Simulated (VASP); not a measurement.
# SnO in VASP: a series of runs

SnO is run at these levels: PBE+D3(BJ); tasks: single point.

Everything below comes from runs of VASP 6.6.1. Logs are shortened: lines on timing, memory, paths and dates and some standing lists are left out, and cuts for length are marked.

**1. The cell of the first run**

The cell holds a slab with vacuum, 8 atoms: a = 3.820 Å, b = 3.820 Å, c = 22.226 Å, α = 90.00°, β = 90.00°, γ = 90.00°.

**2. Single point, PBE+D3(BJ) (layers slid over each other)**

INCAR

```
SYSTEM = SnO
PREC = Accurate
ENCUT = 520
EDIFF = 1E-6
ISMEAR = 0
SIGMA = 0.05
LREAL = .False.
LASPH = .True.
NELM = 100
ALGO = Normal
ISIF = 2
LWAVE = .False.
LCHARG = .False.
LDIPOL = .True.
IDIPOL = 3
DIPOL = 0.5 0.5 0.415
GGA = PE
IVDW = 12
NBANDS = 50
```

KPOINTS

```
regular mesh
0
Gamma
  7 7 1
  0 0 0
```

POSCAR

```
SnO
1.0
    3.8201528543      0.0002954551      0.0000000000
   -0.0003145191      3.8201528528      0.0000000000
    0.0000000000      0.0000000000     22.2260743460
Sn O
4 4
Direct
    0.9999452911      0.9999452911      0.2024649036
    0.4999452911      0.4999452911      0.3087831466
    0.8332786245      0.4999452911      0.5202464904
    1.3332786245      0.9999452911      0.6265647333
    0.9999461074      0.4999461074      0.2556240251
    0.4999461074      0.9999461074      0.2556240251
    0.8332778082      0.9999444748      0.5734056119
    1.3332778082      0.4999444748      0.5734056119
```

Potentials or basis: VASP PAW PBE potentials, release 64 (Sn_d, O).

Launch:

```bash
> cat potpaw_PBE.64/Sn_d/POTCAR potpaw_PBE.64/O/POTCAR > POTCAR
> mpirun -np 1 vasp_std > vasp.out
```

OUTCAR:

```text
SYSTEM = SnO
   PREC = Accurate
   ENCUT = 520
   EDIFF = 1E-6
   ISMEAR = 0
   LREAL = .False.
   LASPH = .True.
   NELM = 100
   ISIF = 2
   GGA = PE
   IVDW = 12
 IVDW          = 12

 ion  position               nearest neighbor table
   1  1.000  1.000  0.202-   6 2.25   5 2.25   6 2.25   5 2.25   2 3.59   2 3.59   2 3.59   2 3.59

   2  0.500  0.500  0.309-   5 2.25   6 2.25   5 2.25   6 2.25   1 3.59   1 3.59   1 3.59   1 3.59

   3  0.833  0.500  0.520-   8 2.25   7 2.25   8 2.25   7 2.25   4 3.59   4 3.59   4 3.59   4 3.59

   4  0.333  1.000  0.627-   7 2.25   8 2.25   7 2.25   8 2.25   3 3.59   3 3.59   3 3.59   3 3.59

   5  1.000  0.500  0.256-   2 2.25   1 2.25   2 2.25   1 2.25
   6  0.500  1.000  0.256-   1 2.25   2 2.25   1 2.25   2 2.25
   7  0.833  1.000  0.573-   4 2.25   3 2.25   4 2.25   3 2.25
   8  0.333  0.500  0.573-   4 2.25   3 2.25   4 2.25   3 2.25

  LATTYP: Found a simple tetragonal cell.
 ALAT       =     3.8201528657
 C/A-ratio  =     5.8181112451

  Lattice vectors:

 A1 = (   3.8201528543,   0.0002954551,   0.0000000000)
 A2 = (  -0.0003145191,   3.8201528528,   0.0000000000)
 A3 = (   0.0000000000,   0.0000000000,  22.2260743460)

Analysis of symmetry for initial positions (statically):
=====================================================================
 Subroutine PRICEL returns:
 Original cell was already a primitive cell.

 Routine SETGRP: Setting up the symmetry group for a
 simple tetragonal supercell.

 Subroutine GETGRP returns: Found  4 space group operations
 (whereof  1 operations were pure point group operations)
 out of a pool of 16 trial point group operations.

The static configuration has the point symmetry C_1 .
 The point group associated with its full space group is C_2h.

Analysis of symmetry for dynamics (positions and initial velocities):
=====================================================================
 Subroutine PRICEL returns:
 Original cell was already a primitive cell.

 Routine SETGRP: Setting up the symmetry group for a
 simple tetragonal supercell.

 Subroutine GETGRP returns: Found  4 space group operations
 (whereof  1 operations were pure point group operations)
 out of a pool of 16 trial point group operations.

The dynamic configuration has the point symmetry C_1 .
 The point group associated with its full space group is C_2h.

 Subroutine INISYM returns: Found  4 space group operations
 (whereof  1 operations are pure point group operations),
 and found     1 'primitive' translations

----------------------------------------------------------------------------------------

                                     Primitive cell

  volume of cell :     324.3577

  direct lattice vectors                    reciprocal lattice vectors
     3.820152854  0.000295455  0.000000000     0.261769629  0.000021552  0.000000000
    -0.000314519  3.820152853  0.000000000    -0.000020246  0.261769629  0.000000000
     0.000000000  0.000000000 22.226074346     0.000000000  0.000000000  0.044992201

  length of vectors
     3.820152866  3.820152866 22.226074346     0.261769629  0.261769629  0.044992201

  position of ions in fractional coordinates (direct lattice)
     0.999945291  0.999945291  0.202464904
     0.499945291  0.499945291  0.308783147
     0.833278624  0.499945291  0.520246490
     0.333278624  0.999945291  0.626564733
     0.999946107  0.499946107  0.255624025
     0.499946107  0.999946107  0.255624025
     0.833277808  0.999944475  0.573405612
     0.333277808  0.499944475  0.573405612

  ion indices of the primitive-cell ions
   primitive index   ion index
                 1           1
                 2           2
                 3           3
                 4           4
                 5           5
                 6           6
                 7           7
                 8           8

----------------------------------------------------------------------------------------

 KPOINTS: regular mesh

Automatic generation of k-mesh.
 Grid dimensions read from file:
 generate k-points for:    7    7    1

 Generating k-lattice:

  Cartesian coordinates                     Fractional coordinates (reciprocal lattice)
     0.037395661  0.000003079  0.000000000     0.142857143  0.000000000  0.000000000
    -0.000002892  0.037395661  0.000000000    -0.000000000  0.142857143  0.000000000
     0.000000000  0.000000000  0.044992201     0.000000000  0.000000000  1.000000000

  Length of vectors
     0.037395661  0.037395661  0.044992201

  Shift w.r.t. Gamma in fractional coordinates (k-lattice)
     0.000000000  0.000000000  0.000000000

 Subroutine IBZKPT returns following result:
 ===========================================

 Found     16 irreducible k-points:

 Following reciprocal coordinates:
            Coordinates               Weight
  0.000000  0.000000  0.000000      1.000000
  0.142857  0.000000  0.000000      2.000000
  0.000000  0.142857  0.000000      2.000000
  0.285714  0.000000  0.000000      2.000000
  0.000000  0.285714  0.000000      2.000000
  0.428571 -0.000000  0.000000      2.000000
[... 8 lines left out ...]
 -0.285714  0.428571  0.000000      4.000000
  0.428571  0.428571  0.000000      4.000000
   k-points           NKPTS =     16   k-points in BZ     NKDIM =     16   number of bands    NBANDS=     50
   number of dos      NEDOS =    301   number of ions     NIONS =      8
   total plane-waves  NPLWV = 131712
   dimension x,y,z NGX =    28 NGY =   28 NGZ =  168
   dimension x,y,z NGXF=    56 NGYF=   56 NGZF=  336
   ions per type =               4   4
   NGX,Y,Z   is equivalent  to a cutoff of  12.19, 12.19, 12.57 a.u.
   NGXF,Y,Z  is equivalent  to a cutoff of  24.37, 24.37, 25.13 a.u.
 SYSTEM =  SnO
   PREC   = accura    normal or accurate (medium, high low for compatibility)
   ISTART =      0    job   : 0-new  1-cont  2-samecut
   ICHARG =      2    charge: 1-file 2-atom 10-const
   ISPIN  =      1    spin polarized calculation?
   LNONCOLLINEAR =      F non collinear calculations
   LSORBIT =      F    spin-orbit coupling
   LASPH  =      T    aspherical Exc in radial PAW
   ENCUT  =  520.0 eV  38.22 Ry    6.18 a.u.   7.10  7.10 41.33*2*pi/ulx,y,z
   NELM   =    100;   NELMIN=  2; NELMDL= -5     # of ELM steps
   EDIFF  = 0.1E-05   stopping-criterion for ELM
   LREAL  =      F    real-space projection
   EDIFFG = 0.1E-04   stopping-criterion for IOM
   NSW    =      0    number of steps for IOM
   IBRION =     -1    ionic relax: 0-MD 1-quasi-New 2-CG
   NFREE  =      0    steps in history (QN), initial steepest desc. (CG)
   ISIF   =      2    stress and relaxation
   ISYM   =      2    0-nonsym 1-usesym 2-fastsym
   POTIM  = 0.5000    time-step for ionic-motion
   TEBEG  =    0.0;   TEEND  =   0.0 temperature during run
   PSTRESS=    0.0 pullay stress
   NELECT =      80.0000    total number of electrons
   NUPDOWN=      -1.0000    fix difference up-down
   EMIN   =  10.00;   EMAX   =-10.00  energy-range for DOS
   EFERMI =   0.00;   METHOD = LEGACY
   ISMEAR =     0;   SIGMA  =   0.05  broadening in eV -4-tet -1-fermi 0-gaus
   EFERMI_NEDOS =   21; number of points for ismear=-14 and -15
   IALGO  =     38    algorithm
   IMIX   =      4    mixing-type and parameters
     AMIX     =   0.40;   BMIX     =  1.00
     AMIX_MAG =   1.60;   BMIX_MAG =  1.00
  volume/ion in A,a.u.               =      40.54       273.61
  Fermi-wavevector in a.u.,A,eV,Ry     =   1.026668  1.940121 14.341186  1.054047
  Thomas-Fermi vector in A             =   2.160573
   LORBIT       =      0    0 simple, 1 ext, 2 COOP (PROOUT), +10 PAW based schemes
   GGA     = PE    functional components
   LHFCALC =     F    Hartree Fock is set to
   AEXX    =    0.0000 exact exchange contribution
   IVDW    =    12    specifies the selected vdW correction
   LEPSILON=     F    determine dielectric tensor
   LRPA    =     F    only Hartree local field effects (RPA)
 non-spin polarized calculation
 Gauss-broadening in eV      SIGMA  =   0.05
  energy-cutoff  :      520.00
  volume of cell :      324.36
 maximum number of plane-waves:      8769
   NGX = 15   NGY = 15   NGZ = 83

 dipolmoment           0.000000      0.000000     -0.000003 electrons x Angstroem

 number of electron      79.9999986 magnetization

 dipolmoment           0.000000      0.000000      0.000004 electrons x Angstroem

 Free energy of the ion-electron system (eV)
  ---------------------------------------------------
  ext. energy  EPLUGINS =         0.00000000
  ---------------------------------------------------
  free energy    TOTEN  =       -45.16782576 eV

  energy without entropy =      -45.16782576  energy(sigma->0) =      -45.16782576

 E-fermi :  -0.0374     XC(G=0):  -5.3685

 val. band max:       -0.3062621614   @ k =   0.1429   0.1429   0.0000
 cond. band min:       2.3369824198   @ k =   0.0000   0.0000   0.0000
 fundamental gap:      2.6432445812
 Fermi energy:        -0.0374076971

 k-point     1 :       0.0000    0.0000    0.0000
  band No.  band energies     occupation
      1     -21.0519      2.00000
      2     -21.0519      2.00000
      3     -20.6912      2.00000
      4     -20.6912      2.00000
      5     -20.6533      2.00000
      6     -20.6531      2.00000
[... 42 lines left out ...]
     49       5.1952      0.00000
     50       5.2429      0.00000

 k-point     2 :       0.1429    0.0000    0.0000
  band No.  band energies     occupation
      1     -21.0430      2.00000
      2     -21.0429      2.00000
      3     -20.6918      2.00000
      4     -20.6918      2.00000
      5     -20.6551      2.00000
      6     -20.6550      2.00000
[... 734 lines left out ...]
 k-point    16 :       0.4286    0.4286    0.0000
  band No.  band energies     occupation
      1     -20.9926      2.00000
      2     -20.9926      2.00000
      3     -20.9787      2.00000
      4     -20.9786      2.00000
      5     -20.6581      2.00000
      6     -20.6581      2.00000
[... 42 lines left out ...]
     49       6.2215      0.00000
     50       6.2615      0.00000

------------------------ aborting loop because EDIFF is reached ----------------------------------------

 vacuum level on the upper side and lower side of the slab       (xc-potential included)        -0.167        -0.164

 Edisp (eV)   -1.20140

 E8    (eV) :    -0.5310

  FORCE on cell =-STRESS in cart. coord.  units (eV):
  Direction    XX          YY          ZZ          XY          YZ          ZX
  --------------------------------------------------------------------------------------
  -------------------------------------------------------------------------------------
  Total       0.17688     0.15729    -0.04906     0.00000     0.00001     0.06929
  in kB       0.87369     0.77692    -0.24232     0.00000     0.00003     0.34224
  external pressure =        0.47 kB  Pullay stress =        0.00 kB

 VOLUME and BASIS-vectors are now :
 -----------------------------------------------------------------------------
  energy-cutoff  :      520.00
  volume of cell :      324.36
      direct lattice vectors                 reciprocal lattice vectors
     3.820152854  0.000295455  0.000000000     0.261769629  0.000021552  0.000000000
    -0.000314519  3.820152853  0.000000000    -0.000020246  0.261769629  0.000000000
     0.000000000  0.000000000 22.226074346     0.000000000  0.000000000  0.044992201

 POSITION                                       TOTAL-FORCE (eV/Angst)
 -----------------------------------------------------------------------------------
      3.81963      3.82024      4.50000        -0.001225     -0.000000     -0.087203
      1.90971      1.91002      6.86304        -0.005582     -0.000000      0.141412
      3.18309      1.91011     11.56304         0.005582      0.000000     -0.141412
      1.27286      3.82004     13.92607         0.001225      0.000000      0.087203
      3.81979      1.91017      5.68152        -0.006534     -0.000001      0.003576
      1.90956      3.82009      5.68152         0.002714      0.000000      0.003490
      3.18293      3.82019     12.74456        -0.002714     -0.000000     -0.003490
      1.27301      1.90996     12.74456         0.006534      0.000001     -0.003576
 -----------------------------------------------------------------------------------
    total drift:                               -0.000001     -0.000003      0.000299

  FREE ENERGIE OF THE ION-ELECTRON SYSTEM (eV)
  ---------------------------------------------------
  free  energy   TOTEN  =       -46.3692303218 eV

  energy  without entropy=      -46.3692303218  energy(sigma->0) =      -46.36923032

 vacuum level on the upper side and lower side of the slab         4.770         4.774
```

Run time: 6.8 min. Hardware: 1 thread of Oxide Virtual Turin-like, shared host; peak memory 0.41 GiB.

Results:

- Free energy: -46.3692 eV
- Largest force: 0.142 eV/Å
- Band gap on the k mesh: 2.64 eV (least direct gap 2.67 eV)
- Dispersion energy per atom: -0.150 eV

Forces in eV/Å, atoms in the order of the input:
```
Sn  -0.001  0.000 -0.087
Sn  -0.006  0.000  0.141
Sn   0.006  0.000 -0.141
Sn   0.001  0.000  0.087
O   -0.007  0.000  0.004
O    0.003  0.000  0.003
O   -0.003  0.000 -0.003
O    0.007  0.000 -0.004
```

Caveat: the cell differs from its parent crystal (layers slid over each other); spin-orbit coupling is left out, which moves the levels of the heavy elements.

**3. Single point, PBE+D3(BJ) (layers slid over each other)**

INCAR

```
PREC = Accurate
ENCUT = 520
EDIFF = 1E-6
ISMEAR = 0
SIGMA = 0.05
LREAL = False
LASPH = True
NELM = 80
ALGO = Normal
ISIF = 2
LWAVE = False
LCHARG = False
LDIPOL = True
IDIPOL = 3
DIPOL = 0.5 0.5 0.388
GGA = PE
IVDW = 12
NBANDS = 50
```

KPOINTS

```
regular mesh
0
Gamma
  7 7 1
```

POSCAR

```
SnO
1.0
    3.8201528543      0.0002954551      0.0000000000
   -0.0003145191      3.8201528528      0.0000000000
    0.0000000000      0.0000000000     22.2260743460
Sn O
4 4
Direct
    0.9999452911      0.9999452911      0.2024649036
    0.4999452911      0.4999452911      0.3087831466
    0.6666119578      0.4999452911      0.4662558494
    1.1666119578      0.9999452911      0.5725740924
    0.9999461074      0.4999461074      0.2556240251
    0.4999461074      0.9999461074      0.2556240251
    0.6666111415      0.9999444748      0.5194149709
    1.1666111415      0.4999444748      0.5194149709
```

Potentials or basis: VASP PAW PBE potentials, release 64 (Sn_d, O).

Launch:

```bash
> cat potpaw_PBE.64/Sn_d/POTCAR potpaw_PBE.64/O/POTCAR > POTCAR
> mpirun -np 1 vasp_std > vasp.out
```

Run time: 8.4 min. Hardware: 1 thread of Oxide Virtual Turin-like, shared host; peak memory 0.41 GiB.

The run converged. Its results:

```
Free energy                : -46.1997 eV
Largest force              : 0.487 eV/Å
Band gap on the k mesh     : 1.64 eV (least direct gap 1.79 eV)
Dispersion energy per atom : -0.163 eV
```

Forces in eV/Å, atoms in the order of the input:
```
Sn  -0.024  0.000 -0.075
Sn  -0.174  0.000 -0.455
Sn   0.174  0.000  0.455
Sn   0.024  0.000  0.075
O   -0.116  0.000 -0.026
O    0.047  0.000 -0.018
O   -0.047  0.000  0.018
O    0.116  0.000  0.026
```

Levels at points of the mesh, in eV from the valence-band top:
```tsv
k point	band 37	band 38	band 39	band 40	band 41	band 42	band 43	band 44
(0.00, 0.00, 0.00)	-2.27	-2.26	-1.15	-0.11	2.26	2.53	2.54	4.04
```

Caveat: the cell differs from its parent crystal (layers slid over each other); spin-orbit coupling is left out, which moves the levels of the heavy elements.
